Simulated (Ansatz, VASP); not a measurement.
# Two plane-wave programs on Na3H

File INCAR:

```
SYSTEM = Na3H
PREC = Accurate ; ENCUT = 600
EDIFF = 1E-6 ; ISMEAR = 0
SIGMA = 0.1 ; LREAL = .FALSE.
LASPH = .TRUE. ; NELM = 100
ALGO = Normal ; ISIF = 3
LWAVE = .FALSE. ; LCHARG = .FALSE.
GGA = PE ; IBRION = 2
NSW = 100 ; EDIFFG = -0.01
```

The input KPOINTS:

```
regular mesh
0
G
  10 10 10
  0 0 0
```

Contents of POSCAR:

```
Na3H
1.0
    4.6779200594      0.0000000000      0.0000000000
    0.0000000000      4.6779200594      0.0000000000
    0.0000000000      0.0000000000      4.6779200594
Na H
3 1
Direct
    0.0000000000      0.5000000000      0.5000000000
    0.5000000000      0.0000000000      0.5000000000
    0.5000000000      0.5000000000      0.0000000000
    0.0000000000      0.0000000000      0.0000000000
```

Input for Ansatz:

```yaml
crystal:
  lattice:
    - [4.6779200594, 0.0, 0.0]
    - [0.0, 4.6779200594, 0.0]
    - [0.0, 0.0, 4.6779200594]
  atoms:
    - { symbol: Na, position: [0.0, 0.5, 0.5] }
    - { symbol: Na, position: [0.5, 0.0, 0.5] }
    - { symbol: Na, position: [0.5, 0.5, 0.0] }
    - { symbol: H, position: [0.0, 0.0, 0.0] }
basis:
  ecutwfc: 420
kpoints:
  mp_grid: { grid: [10, 10, 10] }
hamiltonian:
  xc: pbe
scf:
  occupations: { method: gaussian, width: 0.1 }
output:
  forces: true
  stress: true
  eigenvalues: true
relax:
  adjacent_minimum: "off"
  f_tol: 0.01
  max_steps: 80
  cell: { stress_tol: 0.05 }
```

Alike in both runs: task relaxation of cell and atoms; functional PBE; k mesh 10 × 10 × 10; occupations gaussian, width 0.1 eV; no spin polarisation.

|  | VASP | Ansatz |
| --- | --- | --- |
| version | VASP 6.6.1 | Ansatz 0.2.0 |
| potentials or method | VASP PAW PBE potentials, release 64 (Na_pv, H), cutoff 600 eV | scalar-relativistic, plane waves, PAW |
| valence electrons in the cell | 22 | 28 |

```tsv
	VASP	Ansatz	Ansatz less VASP
gap on the k mesh at the Fermi level, each at its own relaxed structure (eV)	none	none	-
relaxed volume (Å³/atom)	26.12	26.29	+0.162
relaxed cell length with the largest relative difference (Å)	4.710	4.720	+0.0097
```

A gap of «none» marks a metal or a gap that the smearing closes. VASP's potentials hold 22 valence electrons a cell and Ansatz's 28, so a difference there can come from the potentials and not from the codes.
